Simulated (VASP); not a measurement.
# Zn (Cmcm) in VASP: a series of runs

The runs below take Zn through single point, with PBEsol.

All numbers are computed with VASP 6.6.1; they aren't measurements. Logs are shortened: lines on timing, memory, paths and dates and some standing lists are left out, and cuts for length are marked.

## (1) The cell of the first run

The structure is orthorhombic, space group Cmcm (No. 63). The conventional cell has a = 2.665 Å, b = 4.339 Å, c = 4.947 Å, α = 90.00°, β = 90.00°, γ = 90.00°. Within 3.4 Å of Zn (site symmetry m2m) lie 12 Zn at 2.55 to 2.90 Å.

## (2) Single point, PBEsol (strain -0.0600 x Voigt [0, 1, 0, 0, 0, 0])

The input, INCAR:

```
PREC = Accurate
ENCUT = 520
EDIFF = 1E-6
ISMEAR = 0
SIGMA = 0.15
LREAL = False
LASPH = True
NELM = 100
ALGO = Fast
ISIF = 2
LWAVE = False
LCHARG = False
GGA = PS
NBANDS = 19
```

The input, KPOINTS:

```
regular mesh
0
Gamma
  24 24 10
```

The input, POSCAR:

```
Zn
1.0
    2.6647980532      0.0000000000      0.0000000000
   -1.3323990266      2.1693158414      0.0000000000
    0.0000000000      0.0000000000      4.9467000000
Zn
2
Direct
    0.3333333333      0.6666666667      0.2500000000
    0.6666666667      0.3333333333      0.7500000000
```

Potentials or basis: VASP PAW PBE potentials, release 64 (Zn).

Launch:

```sh
$ cat potpaw_PBE.64/Zn/POTCAR > POTCAR
$ mpirun -np 1 vasp_std > vasp.out
```

OUTCAR:

```text
PREC = Accurate
   ENCUT = 520
   EDIFF = 1E-6
   ISMEAR = 0
   LREAL = False
   LASPH = True
   NELM = 100
   ISIF = 2
   GGA = PS

 ion  position               nearest neighbor table
   1  0.333  0.667  0.250-   2 2.87   2 2.87   2 2.90   2 2.90   2 2.90   2 2.90
   2  0.667  0.333  0.750-   1 2.87   1 2.87   1 2.90   1 2.90   1 2.90   1 2.90

  Warning from LATTYP: Monoclinic adjustment (A1->A3, A2->A1, A3->A2)!
  LATTYP: Found a base centered orthorhombic cell.
 ALAT       =     2.6647980532
 B/A-ratio  =     1.6281277591
 C/A-ratio  =     1.8563132745

  Lattice vectors:

 A1 = (   1.3323990266,  -2.1693158414,   0.0000000000)
 A2 = (   1.3323990266,   2.1693158414,   0.0000000000)
 A3 = (   0.0000000000,   0.0000000000,   4.9467000000)

Analysis of symmetry for initial positions (statically):
=====================================================================
 Subroutine PRICEL returns:
 Original cell was already a primitive cell.

 Routine SETGRP: Setting up the symmetry group for a
 base centered orthorhombic supercell.

 Subroutine GETGRP returns: Found  8 space group operations
 (whereof  4 operations were pure point group operations)
 out of a pool of  8 trial point group operations.

The static configuration has the point symmetry C_2h.
 The point group associated with its full space group is D_2h.

Analysis of symmetry for dynamics (positions and initial velocities):
=====================================================================
 Subroutine PRICEL returns:
 Original cell was already a primitive cell.

 Routine SETGRP: Setting up the symmetry group for a
 base centered orthorhombic supercell.

 Subroutine GETGRP returns: Found  8 space group operations
 (whereof  4 operations were pure point group operations)
 out of a pool of  8 trial point group operations.

The dynamic configuration has the point symmetry C_2h.
 The point group associated with its full space group is D_2h.

 Subroutine INISYM returns: Found  8 space group operations
 (whereof  4 operations are pure point group operations),
 and found     1 'primitive' translations

----------------------------------------------------------------------------------------

                                     Primitive cell

  volume of cell :      28.5958

  direct lattice vectors                    reciprocal lattice vectors
     2.664798053  0.000000000  0.000000000     0.375262958  0.230487415  0.000000000
    -1.332399027  2.169315841  0.000000000     0.000000000  0.460974829  0.000000000
     0.000000000  0.000000000  4.946700000     0.000000000  0.000000000  0.202154972

  length of vectors
     2.664798053  2.545823715  4.946700000     0.440393842  0.460974829  0.202154972

  position of ions in fractional coordinates (direct lattice)
     0.333333333  0.666666667  0.250000000
     0.666666667  0.333333333  0.750000000

  ion indices of the primitive-cell ions
   primitive index   ion index
                 1           1
                 2           2

----------------------------------------------------------------------------------------

 KPOINTS: regular mesh

Automatic generation of k-mesh.
 Grid dimensions read from file:
 generate k-points for:   24   24   10

 Generating k-lattice:

  Cartesian coordinates                     Fractional coordinates (reciprocal lattice)
     0.015635957  0.009603642  0.000000000     0.041666667  0.000000000  0.000000000
     0.000000000  0.019207285  0.000000000     0.000000000  0.041666667  0.000000000
     0.000000000  0.000000000  0.020215497     0.000000000  0.000000000  0.100000000

  Length of vectors
     0.018349743  0.019207285  0.020215497

  Shift w.r.t. Gamma in fractional coordinates (k-lattice)
     0.000000000  0.000000000  0.000000000

 Subroutine IBZKPT returns following result:
 ===========================================

 Found    942 irreducible k-points:

 Following reciprocal coordinates:
            Coordinates               Weight
  0.000000  0.000000  0.000000      1.000000
  0.041667  0.000000  0.000000      4.000000
  0.083333 -0.000000  0.000000      4.000000
  0.125000 -0.000000  0.000000      4.000000
  0.166667 -0.000000  0.000000      4.000000
  0.208333 -0.000000  0.000000      4.000000
[... 16 lines left out ...]
  0.375000  0.041667  0.000000      4.000000
  0.416667  0.041667  0.000000      4.000000
 [... further k-points ...]
   k-points           NKPTS =    942   k-points in BZ     NKDIM =    942   number of bands    NBANDS=     19
   number of dos      NEDOS =    301   number of ions     NIONS =      2
   total plane-waves  NPLWV =  16000
   dimension x,y,z NGX =    20 NGY =   20 NGZ =   40
   dimension x,y,z NGXF=    40 NGYF=   40 NGZF=   80
   ions per type =               2
   NGX,Y,Z   is equivalent  to a cutoff of  12.48, 13.06, 13.44 a.u.
   NGXF,Y,Z  is equivalent  to a cutoff of  24.95, 26.12, 26.89 a.u.
 SYSTEM =  unknown system
   PREC   = accura    normal or accurate (medium, high low for compatibility)
   ISTART =      0    job   : 0-new  1-cont  2-samecut
   ICHARG =      2    charge: 1-file 2-atom 10-const
   ISPIN  =      1    spin polarized calculation?
   LNONCOLLINEAR =      F non collinear calculations
   LSORBIT =      F    spin-orbit coupling
   LASPH  =      T    aspherical Exc in radial PAW
   ENCUT  =  520.0 eV  38.22 Ry    6.18 a.u.   4.95  4.73  9.20*2*pi/ulx,y,z
   NELM   =    100;   NELMIN=  2; NELMDL= -5     # of ELM steps
   EDIFF  = 0.1E-05   stopping-criterion for ELM
   LREAL  =      F    real-space projection
   EDIFFG = 0.1E-04   stopping-criterion for IOM
   NSW    =      0    number of steps for IOM
   IBRION =     -1    ionic relax: 0-MD 1-quasi-New 2-CG
   NFREE  =      0    steps in history (QN), initial steepest desc. (CG)
   ISIF   =      2    stress and relaxation
   ISYM   =      2    0-nonsym 1-usesym 2-fastsym
   POTIM  = 0.5000    time-step for ionic-motion
   TEBEG  =    0.0;   TEEND  =   0.0 temperature during run
   PSTRESS=    0.0 pullay stress
   NELECT =      24.0000    total number of electrons
   NUPDOWN=      -1.0000    fix difference up-down
   EMIN   =  10.00;   EMAX   =-10.00  energy-range for DOS
   EFERMI =   0.00;   METHOD = LEGACY
   ISMEAR =     0;   SIGMA  =   0.15  broadening in eV -4-tet -1-fermi 0-gaus
   EFERMI_NEDOS =   21; number of points for ismear=-14 and -15
   IALGO  =     68    algorithm
   IMIX   =      4    mixing-type and parameters
     AMIX     =   0.40;   BMIX     =  1.00
     AMIX_MAG =   1.60;   BMIX_MAG =  1.00
  volume/ion in A,a.u.               =      14.30        96.49
  Fermi-wavevector in a.u.,A,eV,Ry     =   1.544227  2.918165 32.444939  2.384636
  Thomas-Fermi vector in A             =   2.649777
   LORBIT       =      0    0 simple, 1 ext, 2 COOP (PROOUT), +10 PAW based schemes
   GGA     = PS    functional components
   LHFCALC =     F    Hartree Fock is set to
   AEXX    =    0.0000 exact exchange contribution
   IVDW    =     0    specifies the selected vdW correction
   LEPSILON=     F    determine dielectric tensor
   LRPA    =     F    only Hartree local field effects (RPA)
 non-spin polarized calculation
 RMM-DIIS sequential band-by-band and
 Gauss-broadening in eV      SIGMA  =   0.15
  energy-cutoff  :      520.00
  volume of cell :       28.60
 maximum number of plane-waves:       787
   NGX =  9   NGY =  9   NGZ = 19

 number of electron      24.0000021 magnetization

 Free energy of the ion-electron system (eV)
  ---------------------------------------------------
  ext. energy  EPLUGINS =         0.00000000
  ---------------------------------------------------
  free energy    TOTEN  =        -3.14247071 eV

  energy without entropy =       -3.13788149  energy(sigma->0) =       -3.14017610

 E-fermi :   3.3162     XC(G=0): -12.0206

 val. band max:        3.3070711630   @ k =   0.1667  -0.0000   0.2000
 cond. band min:       3.3320707596   @ k =   0.3750   0.2500   0.4000
 fundamental gap:      0.0249995966
 Fermi energy:         3.3162342126

 k-point     1 :       0.0000    0.0000    0.0000
  band No.  band energies     occupation
      1      -7.5437      2.00000
      2      -5.5868      2.00000
      3      -4.7601      2.00000
      4      -4.6136      2.00000
      5      -4.5576      2.00000
      6      -4.3039      2.00000
[... 11 lines left out ...]
     18      23.0026      0.00000
     19      23.6630      0.00000

 k-point     2 :       0.0417    0.0000    0.0000
  band No.  band energies     occupation
      1      -7.4903      2.00000
      2      -5.5605      2.00000
      3      -4.7542      2.00000
      4      -4.6118      2.00000
      5      -4.5570      2.00000
      6      -4.2975      2.00000
[... 11 lines left out ...]
     18      23.7916      0.00000
     19      24.0824      0.00000

 k-point     3 :       0.0833   -0.0000    0.0000
  band No.  band energies     occupation
      1      -7.3310      2.00000
      2      -5.4853      2.00000
      3      -4.7397      2.00000
      4      -4.6072      2.00000
      5      -4.5545      2.00000
      6      -4.2759      2.00000
[... 11 lines left out ...]
     18      23.2377      0.00000
     19      23.8646      0.00000

 k-point     4 :       0.1250   -0.0000    0.0000
  band No.  band energies     occupation
      1      -7.0699      2.00000
      2      -5.3742      2.00000
      3      -4.7253      2.00000
      4      -4.6056      2.00000
      5      -4.5383      2.00000
      6      -4.2336      2.00000
[... 11 lines left out ...]
     18      21.9614      0.00000
     19      22.6979      0.00000

 k-point     5 :       0.1667   -0.0000    0.0000
  band No.  band energies     occupation
      1      -6.7159      2.00000
      2      -5.2525      2.00000
      3      -4.7122      2.00000
      4      -4.6138      2.00000
      5      -4.4843      2.00000
      6      -4.3030      2.00000
[... 11 lines left out ...]
     18      20.8272      0.00000
     19      21.1570      0.00000

 k-point     6 :       0.2083   -0.0000    0.0000
  band No.  band energies     occupation
      1      -6.2903      2.00000
      2      -5.1609      2.00000
      3      -4.6839      2.00000
      4      -4.6092      2.00000
      5      -4.4601      2.00000
      6      -4.3841      2.00000
[... 11 lines left out ...]
     18      19.3729      0.00000
     19      20.8713      0.00000

 k-point     7 :       0.2500   -0.0000    0.0000
  band No.  band energies     occupation
      1      -5.8473      2.00000
      2      -5.1308      2.00000
      3      -4.6418      2.00000
      4      -4.6055      2.00000
      5      -4.5341      2.00000
      6      -4.2401      2.00000
[... 11 lines left out ...]
     18      19.2065      0.00000
     19      20.5660      0.00000

 k-point     8 :       0.2917    0.0000    0.0000
  band No.  band energies     occupation
      1      -5.5033      2.00000
      2      -5.1487      2.00000
      3      -4.7316      2.00000
      4      -4.5734      2.00000
      5      -4.3809      2.00000
      6      -4.3118      2.00000
[... 256 lines left out ...]
 k-point    20 :       0.2500    0.0417    0.0000
  band No.  band energies     occupation
      1      -5.5962      2.00000
      2      -5.1118      2.00000
      3      -4.6834      2.00000
      4      -4.6045      2.00000
      5      -4.4702      2.00000
      6      -4.3006      2.00000
[... 11 lines left out ...]
     18      19.5406      0.00000
     19      20.6654      0.00000

 k-point    21 :       0.2917    0.0417    0.0000
  band No.  band energies     occupation
      1      -5.3568      2.00000
      2      -5.1434      2.00000
      3      -4.7950      2.00000
      4      -4.5237      2.00000
      5      -4.3662      2.00000
      6      -4.3117      2.00000
[... 11 lines left out ...]
     18      20.2780      0.00000
     19      20.4674      0.00000

 k-point    22 :       0.3333    0.0417    0.0000
  band No.  band energies     occupation
      1      -5.2848      2.00000
      2      -5.1796      2.00000
      3      -4.8835      2.00000
      4      -4.4417      2.00000
      5      -4.4236      2.00000
      6      -4.1665      2.00000
[... 11 lines left out ...]
     18      20.3036      0.00000
     19      20.8886      0.00000

 k-point    23 :       0.3750    0.0417    0.0000
  band No.  band energies     occupation
      1      -5.2880      2.00000
      2      -5.2074      2.00000
      3      -4.9485      2.00000
      4      -4.4689      2.00000
      5      -4.3764      2.00000
      6      -4.1692      2.00000
[... 11 lines left out ...]
     18      20.1887      0.00000
     19      20.4551      0.00000

 k-point    24 :       0.4167    0.0417    0.0000
  band No.  band energies     occupation
      1      -5.3079      2.00000
      2      -5.2272      2.00000
      3      -4.9905      2.00000
      4      -4.4991      2.00000
      5      -4.3317      2.00000
      6      -4.1858      2.00000
[... 11 lines left out ...]
     18      20.0903      0.00000
     19      20.1854      0.00000

 [... further k-points ...]

------------------------ aborting loop because EDIFF is reached ----------------------------------------

  FORCE on cell =-STRESS in cart. coord.  units (eV):
  Direction    XX          YY          ZZ          XY          YZ          ZX
  --------------------------------------------------------------------------------------
  -------------------------------------------------------------------------------------
  Total       -0.4140528      1.2295577     -0.0270247      0.0000000     -0.0000000      0.0000000
  in kB      -23.1986983     68.8901044     -1.5141496      0.0000000     -0.0000000      0.0000000
  external PRESSURE =      14.7257522 kB  Pullay stress =       0.0000000 kB

 VOLUME and BASIS-vectors are now :
 -----------------------------------------------------------------------------
  energy-cutoff  :      520.00
  volume of cell :       28.60
      direct lattice vectors                 reciprocal lattice vectors
     2.664798053  0.000000000  0.000000000     0.375262958  0.230487415  0.000000000
    -1.332399027  2.169315841  0.000000000     0.000000000  0.460974829  0.000000000
     0.000000000  0.000000000  4.946700000     0.000000000  0.000000000  0.202154972

 POSITION                                       TOTAL-FORCE (eV/Angst)
 -----------------------------------------------------------------------------------
     -0.00000      1.44621      1.23667        -0.000000     -0.008153      0.000000
      1.33240      0.72311      3.71002         0.000000      0.008153     -0.000000
 -----------------------------------------------------------------------------------
    total drift:                               -0.000000      0.000000     -0.000000

  FREE ENERGIE OF THE ION-ELECTRON SYSTEM (eV)
  ---------------------------------------------------
  free  energy   TOTEN  =        -3.1424707061 eV

  energy  without entropy=       -3.1378814916  energy(sigma->0) =       -3.14017610
```

It took 11 min on 1 thread of Intel Xeon 8259CL, shared host; peak memory 0.48 GiB.

What came out:

* Free energy: -3.1425 eV
* Pressure: 1.5 GPa
* Largest force: 0.008 eV/Å
* Band gap on the k mesh: zero (bands 12 and 13 overlap by 5.20 eV)

Forces in eV/Å, atoms in the order of the input:
```
Zn   0.000 -0.008  0.000
Zn   0.000  0.008  0.000
```

Stress tensor (GPa, compression positive):
```
-2.32  0.00  0.00
 0.00  6.89  0.00
 0.00  0.00 -0.15
```

Caveat: the cell differs from its parent crystal (strain -0.0600 x Voigt [0, 1, 0, 0, 0, 0]); the PAW data sets were made with another functional, which shifts forces and pressure a little.

## (3) Single point, PBEsol (strain -0.0450 x Voigt [0, 1, 0, 0, 0, 0])

The input, INCAR:

```
ALGO = Fast
EDIFF = 1E-6
ENCUT = 520
GGA = PS
ISIF = 2
ISMEAR = 0
LASPH = True
LCHARG = True
LELF = True
LREAL = False
LVHAR = True
LWAVE = False
NBANDS = 19
NELM = 60
PREC = Accurate
SIGMA = 0.15
```

The input, KPOINTS:

```
k-points
0
Gamma
  24 24 10
```

The input, POSCAR:

```
Zn
1.0
    2.6647980532      0.0000000000      0.0000000000
   -1.3323990266      2.2039325836      0.0000000000
    0.0000000000      0.0000000000      4.9467000000
Zn
2
Direct
    0.3333333333      0.6666666667      0.2500000000
    0.6666666667      0.3333333333      0.7500000000
```

Potentials or basis: VASP PAW PBE potentials, release 64 (Zn).

Launch:

```sh
$ cat potpaw_PBE.64/Zn/POTCAR > POTCAR
$ mpirun -np 1 vasp_std > vasp.out
```

Run time: 11 min. Hardware: 1 thread of Intel Xeon 8259CL, shared host; peak memory 0.49 GiB.

It converged, with:

- Free energy: -3.1558 eV
- Pressure: -0.4 GPa
- Band gap on the k mesh: zero (bands 12 and 13 overlap by 4.96 eV)

Stress tensor (GPa, compression positive):
```
-3.63  0.00  0.00
 0.00  3.36  0.00
 0.00  0.00 -0.91
```

Levels at points of the mesh, in eV from the Fermi level:
```csv
k point,band 8,band 9,band 10,band 11,band 12,band 13,band 14,band 15,band 16,band 17
"(0.00, 0.00, 0.00)",-7.30,-7.26,-7.09,-7.06,-3.92,-3.20,13.30,17.13,17.94,18.60
"(0.50, 0.00, 0.00)",-7.09,-6.88,-6.86,-2.98,-2.19,2.49,3.46,4.10,5.70,11.37
"(0.00, 0.50, 0.00)",-7.13,-6.83,-6.82,-2.58,-1.65,3.00,4.05,4.77,6.16,9.78
"(0.00, 0.00, 0.50)",-7.61,-7.18,-7.18,-7.14,-7.14,4.35,4.35,19.22,19.22,19.55
"(0.50, 0.00, 0.50)",-7.12,-6.86,-6.86,-2.04,-2.04,0.16,0.16,10.02,10.02,13.19
"(0.00, 0.50, 0.50)",-7.11,-6.83,-6.83,-1.65,-1.65,0.83,0.83,10.53,10.53,11.60
```

Caveat: the cell differs from its parent crystal (strain -0.0450 x Voigt [0, 1, 0, 0, 0, 0]); the PAW data sets were made with another functional, which shifts forces and pressure a little.
